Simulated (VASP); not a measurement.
# PtSe2 (P-3m1) in VASP: notebook

Aim: see how the results for PtSe2 move with the level of theory and the settings. Levels: r2SCAN+D3(BJ), PBE+D3(BJ). Tasks: single point, relaxation of cell and atoms.

Everything below comes from runs of VASP 6.6.1. Logs are shortened: lines on timing, memory, paths and dates and some standing lists are left out, and cuts for length are marked.

**1. The cell of the first run**

The structure is trigonal, space group P-3m1 (No. 164). The conventional cell has a = 3.727 Å, b = 3.727 Å, c = 5.350 Å, α = 90.00°, β = 90.00°, γ = 120.00°. Within 3.3 Å of Pt (site symmetry -3m) lie 6 Se at 2.51 Å. Se (site symmetry 3m) has 3 Pt at 2.51 Å and 6 Se at 3.37 to 3.49 Å within 3.5 Å.

**2. Single point, r2SCAN+D3(BJ) (21.45 Å³/atom)**

The input, POSCAR:

```
PtSe2
1.0
    3.7269035843      0.0000000000      0.0000000000
   -1.8634517921      3.2275931814      0.0000000000
    0.0000000000      0.0000000000      5.3500850442
Pt Se
1 2
Direct
    0.0000000000      0.0000000000      0.0000000000
    0.3333333333      0.6666666667      0.2429452067
    0.6666666667      0.3333333333      0.7570547933
```

The input, INCAR.step1:

```
PREC = Accurate
ENCUT = 520
ISMEAR = 0
SIGMA = 0.05
LREAL = False
LASPH = True
NELM = 80
NBANDS = 18
GGA = PE
ALGO = Normal
EDIFF = 1E-4
LWAVE = True
LCHARG = False
```

The input, INCAR.step2:

```
PREC = Accurate
ENCUT = 520
EDIFF = 1E-7
ISMEAR = 0
SIGMA = 0.05
LREAL = False
LASPH = True
NELM = 80
ALGO = Normal
ISIF = 2
LWAVE = False
LCHARG = True
METAGGA = R2SCAN
LMIXTAU = True
IVDW = 12
VDW_S6 = 1.0
VDW_S8 = 0.78981345
VDW_A1 = 0.49484001
VDW_A2 = 5.73083694
LELF = True
LVHAR = True
NBANDS = 18
ISTART = 1
```

The input, KPOINTS:

```
Automatic mesh
0
Gamma
  10 10 8
```

Potentials or basis: VASP PAW PBE potentials, release 64 (Pt, Se).

On the command line:

```console
$ cat potpaw_PBE.64/Pt/POTCAR potpaw_PBE.64/Se/POTCAR > POTCAR
$ cp INCAR.step1 INCAR
$ mpirun -np 1 vasp_std > vasp.out
$ cp INCAR.step2 INCAR
$ mpirun -np 1 vasp_std > vasp.out
```

OUTCAR:

```text
PREC = Accurate
   ENCUT = 520
   EDIFF = 1E-7
   ISMEAR = 0
   LREAL = False
   LASPH = True
   NELM = 80
   ISIF = 2
   METAGGA = R2SCAN
   IVDW = 12
   ISTART = 1
 IVDW          = 12

 ion  position               nearest neighbor table
   1  0.000  0.000  0.000-   2 2.51   3 2.51   2 2.51   3 2.51   3 2.51   2 2.51
   2  0.333  0.667  0.243-   1 2.51   1 2.51   1 2.51
   3  0.667  0.333  0.757-   1 2.51   1 2.51   1 2.51

  LATTYP: Found a hexagonal cell.
 ALAT       =     3.7269035843
 C/A-ratio  =     1.4355308430

  Lattice vectors:

 A1 = (   3.7269035843,   0.0000000000,   0.0000000000)
 A2 = (  -1.8634517921,   3.2275931814,   0.0000000000)
 A3 = (   0.0000000000,   0.0000000000,   5.3500850442)

Analysis of symmetry for initial positions (statically):
=====================================================================
 Subroutine PRICEL returns:
 Original cell was already a primitive cell.

 Routine SETGRP: Setting up the symmetry group for a
 hexagonal supercell.

 Subroutine GETGRP returns: Found 12 space group operations
 (whereof 12 operations were pure point group operations)
 out of a pool of 24 trial point group operations.

The static configuration has the point symmetry D_3d.

Analysis of symmetry for dynamics (positions and initial velocities):
=====================================================================
 Subroutine PRICEL returns:
 Original cell was already a primitive cell.

 Routine SETGRP: Setting up the symmetry group for a
 hexagonal supercell.

 Subroutine GETGRP returns: Found 12 space group operations
 (whereof 12 operations were pure point group operations)
 out of a pool of 24 trial point group operations.

The dynamic configuration has the point symmetry D_3d.

 Subroutine INISYM returns: Found 12 space group operations
 (whereof 12 operations are pure point group operations),
 and found     1 'primitive' translations

----------------------------------------------------------------------------------------

                                     Primitive cell

  volume of cell :      64.3558

  direct lattice vectors                    reciprocal lattice vectors
     3.726903584  0.000000000  0.000000000     0.268319257  0.154914195  0.000000000
    -1.863451792  3.227593181  0.000000000     0.000000000  0.309828390  0.000000000
     0.000000000  0.000000000  5.350085044     0.000000000  0.000000000  0.186912917
[... 84 lines left out ...]
   ENCUT  =  520.0 eV  38.22 Ry    6.18 a.u.   6.93  6.93  9.95*2*pi/ulx,y,z
   NELM   =     80;   NELMIN=  2; NELMDL=  0     # of ELM steps
   EDIFF  = 0.1E-06   stopping-criterion for ELM
   LREAL  =      F    real-space projection
   EDIFFG = 0.1E-05   stopping-criterion for IOM
   NSW    =      0    number of steps for IOM
   IBRION =     -1    ionic relax: 0-MD 1-quasi-New 2-CG
   NFREE  =      0    steps in history (QN), initial steepest desc. (CG)
   ISIF   =      2    stress and relaxation
   ISYM   =      2    0-nonsym 1-usesym 2-fastsym
   POTIM  = 0.5000    time-step for ionic-motion
   TEBEG  =    0.0;   TEEND  =   0.0 temperature during run
   PSTRESS=    0.0 pullay stress
   NELECT =      22.0000    total number of electrons
   NUPDOWN=      -1.0000    fix difference up-down
   EMIN   =  10.00;   EMAX   =-10.00  energy-range for DOS
   EFERMI =   0.00;   METHOD = LEGACY
   ISMEAR =     0;   SIGMA  =   0.05  broadening in eV -4-tet -1-fermi 0-gaus
   EFERMI_NEDOS =   21; number of points for ismear=-14 and -15
   IALGO  =     38    algorithm
   IMIX   =      4    mixing-type and parameters
     AMIX     =   0.40;   BMIX     =  1.00
     AMIX_MAG =   1.60;   BMIX_MAG =  1.00
  volume/ion in A,a.u.               =      21.45       144.76
  Fermi-wavevector in a.u.,A,eV,Ry     =   1.144686  2.163144 17.827808  1.310307
  Thomas-Fermi vector in A             =   2.281377
   LORBIT       =      0    0 simple, 1 ext, 2 COOP (PROOUT), +10 PAW based schemes
   METAGGA = R2SCAN    functional components
   LHFCALC =     F    Hartree Fock is set to
   AEXX    =    0.0000 exact exchange contribution
   IVDW    =    12    specifies the selected vdW correction
   LEPSILON=     F    determine dielectric tensor
   LRPA    =     F    only Hartree local field effects (RPA)
 non-spin polarized calculation
 Gauss-broadening in eV      SIGMA  =   0.05
  energy-cutoff  :      520.00
  volume of cell :       64.36
 maximum number of plane-waves:      1749
   NGX = 13   NGY = 13   NGZ = 19

 number of electron      22.0000000 magnetization

 Free energy of the ion-electron system (eV)
  ---------------------------------------------------
  ext. energy  EPLUGINS =         0.00000000
  ---------------------------------------------------
  free energy    TOTEN  =       -81.47910127 eV

  energy without entropy =      -81.47896087  energy(sigma->0) =      -81.47903107

 E-fermi :   5.6824     XC(G=0): -10.9160

 val. band max:        5.5478903926   @ k =   0.1000   0.0000   0.0000
 cond. band min:       5.7028724060   @ k =   0.0000   0.0000   0.0000
 fundamental gap:      0.1549820134
 Fermi energy:         5.6824041649

 k-point     1 :       0.0000    0.0000    0.0000
  band No.  band energies     occupation
      1     -10.3428      2.00000
      2      -7.8347      2.00000
      3      -1.5247      2.00000
      4      -0.8620      2.00000
      5      -0.8620      2.00000
      6       1.5015      2.00000
[... 481 lines left out ...]
      5       0.1706      2.00000
      6       1.0548      2.00000
[... 10 lines left out ...]
     17      13.9400      0.00000
     18      16.3559      0.00000

 [... further k-points ...]

------------------------ aborting loop because EDIFF is reached ----------------------------------------

 Edisp (eV)   -0.63262

 E8    (eV) :    -0.2101

  FORCE on cell =-STRESS in cart. coord.  units (eV):
  Direction    XX          YY          ZZ          XY          YZ          ZX
  --------------------------------------------------------------------------------------
  -------------------------------------------------------------------------------------
  Total      -0.14773    -0.14773    -0.15087    -0.00000     0.00000     0.00000
  in kB      -3.67786    -3.67786    -3.75611    -0.00000     0.00000     0.00000
  external pressure =       -3.70 kB  Pullay stress =        0.00 kB

 VOLUME and BASIS-vectors are now :
 -----------------------------------------------------------------------------
  energy-cutoff  :      520.00
  volume of cell :       64.36
      direct lattice vectors                 reciprocal lattice vectors
     3.726903584  0.000000000  0.000000000     0.268319257  0.154914195  0.000000000
    -1.863451792  3.227593181  0.000000000     0.000000000  0.309828390  0.000000000
     0.000000000  0.000000000  5.350085044     0.000000000  0.000000000  0.186912917

 POSITION                                       TOTAL-FORCE (eV/Angst)
 -----------------------------------------------------------------------------------
      0.00000      0.00000      0.00000         0.000000      0.000000      0.000000
     -0.00000      2.15173      1.29978         0.000000      0.000000      0.010470
      1.86345      1.07586      4.05031        -0.000000      0.000000     -0.010470
 -----------------------------------------------------------------------------------
    total drift:                               -0.000000      0.000000      0.000000

  FREE ENERGIE OF THE ION-ELECTRON SYSTEM (eV)
  ---------------------------------------------------
  free  energy   TOTEN  =       -82.1117238994 eV

  energy  without entropy=      -82.1115835078  energy(sigma->0) =      -82.11165370
```

OUTCAR.step1:

```text
PREC = Accurate
   ENCUT = 520
   ISMEAR = 0
   LREAL = False
   LASPH = True
[... 729 lines left out ...]
      0.00000      0.00000      0.00000        -0.000000      0.000000      0.000000
     -0.00000      2.15173      1.29978        -0.000000     -0.000000      0.180746
      1.86345      1.07586      4.05031         0.000000      0.000000     -0.180746
 -----------------------------------------------------------------------------------
    total drift:                               -0.000000      0.000000      0.000000

  FREE ENERGIE OF THE ION-ELECTRON SYSTEM (eV)
  ---------------------------------------------------
  free  energy   TOTEN  =       -14.2523650835 eV

  energy  without entropy=      -14.2517671885  energy(sigma->0) =      -14.25206614
```

It took 3.3 min on 1 thread of Intel Xeon 6975P-C (Granite Rapids), shared host; peak memory 0.26 GiB.

What came out:

```yaml
Free_energy: -82.1117 eV
Pressure: -0.4 GPa
Largest_force: 0.010 eV/Å
Band_gap_on_the_k_mesh: 0.02 eV (least direct gap 0.76 eV)
Dispersion_energy_per_atom: -0.211 eV
```

Forces on the atoms (eV/Å):
```
Pt   0.000  0.000  0.000
Se   0.000  0.000  0.010
Se   0.000  0.000 -0.010
```

Caveat: the smearing spreads over this small gap; the PAW data sets were made with another functional, which shifts forces and pressure a little; spin-orbit coupling is left out, which moves the levels of the heavy elements. A k mesh can miss the band edges.

**3. Single point, r2SCAN+D3(BJ) (21.87 Å³/atom)**

This run uses another cell than the first one, of 21.87 Å³/atom.

The input, POSCAR:

```
PtSe2
1.0
    3.7242094592      0.0000000000      0.0000000000
   -1.8621047296      3.2252600006      0.0000000000
    0.0000000000      0.0000000000      5.4628838986
Pt Se
1 2
Direct
    0.0000000000      0.0000000000      0.0000000000
    0.3333333333      0.6666666667      0.2385745042
    0.6666666667      0.3333333333      0.7614254958
```

The input, INCAR.step1:

```
  PREC = Accurate
  ENCUT = 520
  ISMEAR = 0
  SIGMA = 0.05
  LREAL = F
  LASPH = T
  NELM = 80
  NBANDS = 18
  GGA = PE
  ALGO = Normal
  EDIFF = 1E-4
  LWAVE = T
  LCHARG = F
```

The input, INCAR.step2:

```
  PREC = Accurate
  ENCUT = 520
  EDIFF = 1E-7
  ISMEAR = 0
  SIGMA = 0.05
  LREAL = F
  LASPH = T
  NELM = 80
  ALGO = Normal
  ISIF = 2
  LWAVE = F
  LCHARG = T
  METAGGA = R2SCAN
  LMIXTAU = T
  IVDW = 12
  VDW_S6 = 1.0
  VDW_S8 = 0.78981345
  VDW_A1 = 0.49484001
  VDW_A2 = 5.73083694
  LELF = T
  LVHAR = T
  NBANDS = 18
  ISTART = 1
```

The input, KPOINTS:

```
regular mesh
0
Gamma
  10 10 8
```

Potentials or basis: VASP PAW PBE potentials, release 64 (Pt, Se).

On the command line:

```console
$ cat potpaw_PBE.64/Pt/POTCAR potpaw_PBE.64/Se/POTCAR > POTCAR
$ cp INCAR.step1 INCAR
$ mpirun -np 1 vasp_std > vasp.out
$ cp INCAR.step2 INCAR
$ mpirun -np 1 vasp_std > vasp.out
```

It took 3.8 min on 1 thread of Intel Xeon 6975P-C (Granite Rapids), shared host; peak memory 0.27 GiB.

The run converged. Its results:

* Free energy: -82.1073 eV
* Pressure: -0.7 GPa
* Largest force: 0.009 eV/Å
* Band gap on the k mesh: 0.20 eV (least direct gap 0.82 eV)
* Dispersion energy per atom: -0.207 eV

Forces on the atoms (eV/Å):
```
Pt   0.000  0.000  0.000
Se   0.000  0.000  0.009
Se   0.000  0.000 -0.009
```

Levels at points of the mesh, in eV from the valence-band top:
| k point | band 9 | band 10 | band 11 | band 12 | band 13 | band 14 |
| --- | --- | --- | --- | --- | --- | --- |
| (0.00, 0.00, 0.00) | -1.02 | -1.02 | 0.00 | 1.82 | 1.82 | 4.57 |
| (0.50, 0.00, 0.00) | -3.39 | -3.21 | -2.98 | 1.01 | 2.24 | 4.85 |
| (0.00, 0.00, 0.50) | -1.82 | -1.26 | -1.26 | 2.31 | 2.31 | 5.26 |
| (0.50, 0.00, 0.50) | -3.21 | -2.81 | -1.66 | 1.40 | 1.72 | 4.45 |

Caveat: the PAW data sets were made with another functional, which shifts forces and pressure a little; spin-orbit coupling is left out, which moves the levels of the heavy elements.

**4. Relaxation of cell and atoms, PBE+D3(BJ), collinear spin**

This run uses another cell than the first one, of 20.27 Å³/atom.

The input, INCAR:

```
SYSTEM = PtSe2
PREC = Accurate ; ENCUT = 600
EDIFF = 1E-6 ; ISMEAR = 0
SIGMA = 0.05 ; LREAL = .False.
LASPH = .True. ; NELM = 150
ALGO = Normal ; ISIF = 3
LWAVE = .False. ; LCHARG = .False.
ISPIN = 2 ; MAGMOM = 1 0 0
LORBIT = 11 ; LMAXMIX = 4
GGA = PE ; IVDW = 12
IBRION = 2 ; NSW = 80
EDIFFG = -0.03
```

The input, KPOINTS:

```
Automatic mesh
0
Gamma
  6 6 4
  0 0 0
```

The input, POSCAR:

```
PtSe2
1.0
    3.7240000000      0.0000000000      0.0000000000
   -1.8620000000      3.2250786037      0.0000000000
    0.0000000000      0.0000000000      5.0620000000
Pt Se
1 2
Direct
    0.0000000000      0.0000000000      0.0000000000
    0.3333333333      0.6666666667      0.2500000000
    0.6666666667      0.3333333333      0.7500000000
```

On the command line:

```console
$ cat potpaw_PBE.64/Pt/POTCAR potpaw_PBE.64/Se/POTCAR > POTCAR
$ mpirun -np 1 vasp_std > vasp.out
```

It took 4.6 min on 1 thread of Intel Xeon 6975P-C (Granite Rapids), shared host; peak memory 0.25 GiB.

It converged, with:

- Free energy: -15.6680 eV
- Relaxed volume: 19.81 Å³/atom
- Relaxed cell: a = 3.766 Å, b = 3.766 Å, c = 4.838 Å, α = 90.00°, β = 90.00°, γ = 120.00°
- Space group after relaxing (to 0.1 Å): P-3m1 (No. 164)
- Energy gained by relaxing: 17.2 meV/atom
- Ionic steps: 12
- Pressure after relaxing: 0.0 GPa
- Largest force after relaxing: 0.020 eV/Å
- Band gap on the k mesh: zero (filled and empty bands overlap)
- Net moment: 0.00 μB per cell
- Valence electrons inside the program's atomic spheres: Pt 9.38; Se 3.77
- Dispersion energy per atom: -0.490 eV

Forces on the atoms (eV/Å):
```
Pt   0.000  0.000  0.000
Se   0.000  0.000 -0.020
Se   0.000  0.000  0.020
```

The path:
```
step  energy change (eV)  largest force (eV/Å)  pressure (GPa)  volume (Å³)
   1              0.0000                0.5884            3.51        60.80
   2              0.0318                0.3783           -5.82        64.79
   3             -0.0234                0.1761           -0.54        62.32
   4             -0.0234                0.1836           -0.47        62.28
   5             -0.0282                0.1712           -0.42        61.94
   6             -0.0411                0.1038           -0.27        60.92
   7             -0.0453                0.1725            0.54        58.90
   8             -0.0482                0.0384            0.16        59.77
   9             -0.0509                0.0937           -0.64        59.72
  10             -0.0510                0.0840           -0.51        59.73
  11             -0.0475                0.1439            1.48        58.68
  12             -0.0517                0.0203            0.03        59.43
```

Final structure:
```yaml
crystal:
  lattice:
    - [3.76602, 0.00000, 0.00000]
    - [-1.88301, 3.26147, 0.00000]
    - [0.00000, 0.00000, 4.83834]
  atoms:
    - { symbol: Pt, position: [0.00000, 0.00000, 0.00000] }
    - { symbol: Se, position: [0.33333, 0.66667, 0.26584] }
    - { symbol: Se, position: [0.66667, 0.33333, 0.73416] }
```

Levels at points of the mesh, in eV from the Fermi level:
Spin up:
| k point | band 7 | band 8 | band 9 | band 10 | band 11 | band 12 | band 13 | band 14 | band 15 | band 16 |
| --- | --- | --- | --- | --- | --- | --- | --- | --- | --- | --- |
| (0.00, 0.00, 0.00) | -3.76 | -2.46 | -0.99 | -0.99 | 0.77 | 1.08 | 1.08 | 3.39 | 4.13 | 7.30 |
| (0.50, 0.00, 0.00) | -3.71 | -3.68 | -3.28 | -3.22 | -2.89 | 0.52 | 2.50 | 5.05 | 6.12 | 6.99 |
| (0.00, 0.00, 0.50) | -3.81 | -2.91 | -1.70 | -1.70 | -1.70 | 2.33 | 2.33 | 5.00 | 6.54 | 6.61 |
| (0.50, 0.00, 0.50) | -3.34 | -3.30 | -3.04 | -2.56 | -1.11 | 0.62 | 1.49 | 4.91 | 4.92 | 7.65 |
Spin down:
```
           k point  band 8  band 9  band 10  band 11  band 12  band 13  band 14  band 15
(0.00, 0.00, 0.00)   -2.46   -0.99    -0.99     0.77     1.08     1.08     3.39     4.13
(0.50, 0.00, 0.00)   -3.68   -3.28    -3.22    -2.89     0.52     2.50     5.05     6.12
(0.00, 0.00, 0.50)   -2.91   -1.70    -1.70    -1.70     2.33     2.33     5.00     6.54
(0.50, 0.00, 0.50)   -3.30   -3.04    -2.56    -1.11     0.62     1.49     4.91     4.92
```

Caveat: spin-orbit coupling is left out, which moves the levels of the heavy elements.

**5. The runs side by side**

```csv
task,level,spin,cell,k mesh,cutoff (eV),gap on the mesh (eV),pressure (GPa),largest force (eV/Å)
single point,r2SCAN+D3(BJ),off,"a = 3.727, b = 3.727, c = 5.350 Å, angles 90.0, 90.0, 120.0°, 3 atoms, atomic positions A",10 × 10 × 8,520,0.02,-0.4,0.01
single point,r2SCAN+D3(BJ),off,"a = 3.724, b = 3.724, c = 5.463 Å, angles 90.0, 90.0, 120.0°, 3 atoms, atomic positions B",10 × 10 × 8,520,0.20,-0.7,0.01
relaxation of cell and atoms,PBE+D3(BJ),collinear,"relaxed from a = 3.724, b = 3.724, c = 5.062 Å, angles 90.0, 90.0, 120.0°, 3 atoms, atomic positions C",6 × 6 × 4,600,none,0.0,0.02
```

Alike in all rows: potentials or basis VASP PAW PBE potentials, release 64 (Pt, Se); smearing gaussian 0.05 eV.

Caveats: spin-orbit coupling is left out, which moves the levels of the heavy elements; the PAW data sets were made with another functional, which shifts forces and pressure a little (at least some runs); the smearing spreads over this small gap (at least some runs).

Absolute energies hang on the potentials; compare differences alone.

The gap in the log of VASP goes by the Fermi energy; the results here count the filled bands.